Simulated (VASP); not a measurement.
Ni, 1 atom in the cell. The structure is cubic, space group Pm-3m (No. 221). Conventional cell: a = 2.278 Å, b = 2.278 Å, c = 2.278 Å, α = 90.00°, β = 90.00°, γ = 90.00°. Within 3.0 Å of Ni (site symmetry m-3m) lie 6 Ni at 2.28 Å. This isn't the form of Ni at room conditions, which is fcc.

| Quantity | Value |
| --- | --- |
| Program | VASP 6.6.1 |
| Task | relaxation of cell and atoms |
| Functional | revPBE |
| Potentials or basis | VASP PAW PBE potentials, release 64 (Ni) |
| Cutoff | 600 eV |
| k mesh | 14 × 14 × 14 |
| Occupations | fermi-dirac, width 0.1 eV |
| Spin | no spin polarisation |
| Dipole correction | no |
| Further INCAR settings | ALGO = Normal; EDIFF = 1e-07; IBRION = 2; EDIFFG = -0.01; NSW = 80; ISIF = 3 |

Potentials or basis: VASP PAW PBE potentials, release 64 (Ni).

Command:

```console
$ cat potpaw_PBE.64/Ni/POTCAR > POTCAR
$ mpirun -np 1 vasp_std > vasp.out
```

Hardware: 1 thread of Intel(R) Xeon(R) Platinum 8488C (Sapphire Rapids), with other jobs on the host.

**Question.** How long does it take, and how much memory?

**Answer.** It took 18 s on 1 thread of Intel(R) Xeon(R) Platinum 8488C (Sapphire Rapids) (shared host), peak memory 0.13 GiB. Counts: scf iterations 32, k points 120, ion steps 3.
